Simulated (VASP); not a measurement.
Set up this calculation in VASP 6.6.1, as the native input.

* Task: single point
* Functional: LDA
* Potentials or basis: VASP PAW LDA potentials, release 64 (Al, Ni)
* Cutoff: 520 eV
* k mesh: 16 × 16 × 16
* Occupations: fermi-dirac, width 0.05 eV
* Spin: no spin polarisation
* Dipole correction: no
* Further INCAR settings: ALGO = Normal; EDIFF = 1e-07; NBANDS = 14

The structure of AlNi lies in POSCAR:

```
AlNi
1.0
    2.8325749635      0.0000000000      0.0000000000
    0.0000000000      2.8325749635      0.0000000000
    0.0000000000      0.0000000000      2.8325749635
Al Ni
1 1
Direct
    0.0000000000      0.0000000000      0.0000000000
    0.5000000000      0.5000000000      0.5000000000
```

These files were run (other wordings do the same):

INCAR

```
SYSTEM = AlNi
ALGO = Normal
EDIFF = 1E-7
ENCUT = 520
ISIF = 2
ISMEAR = -1
LASPH = .True.
LCHARG = .True.
LELF = .True.
LREAL = .False.
LVHAR = .True.
LWAVE = .False.
NBANDS = 14
NELM = 100
PREC = Accurate
SIGMA = 0.05
```

KPOINTS

```
k-points
0
Gamma
  16 16 16
  0 0 0
```

Potentials or basis: VASP PAW LDA potentials, release 64 (Al, Ni).

Run with:

```console
$ cat potpaw_LDA.64/Al/POTCAR potpaw_LDA.64/Ni/POTCAR > POTCAR
$ mpirun -np 1 vasp_std > vasp.out
```

It gave:

```
Pressure : 0.3 GPa
```

It took 14 s on 1 thread of Intel(R) Xeon(R) 6975P-C (Granite Rapids), on a shared host, peak memory 0.17 GiB.
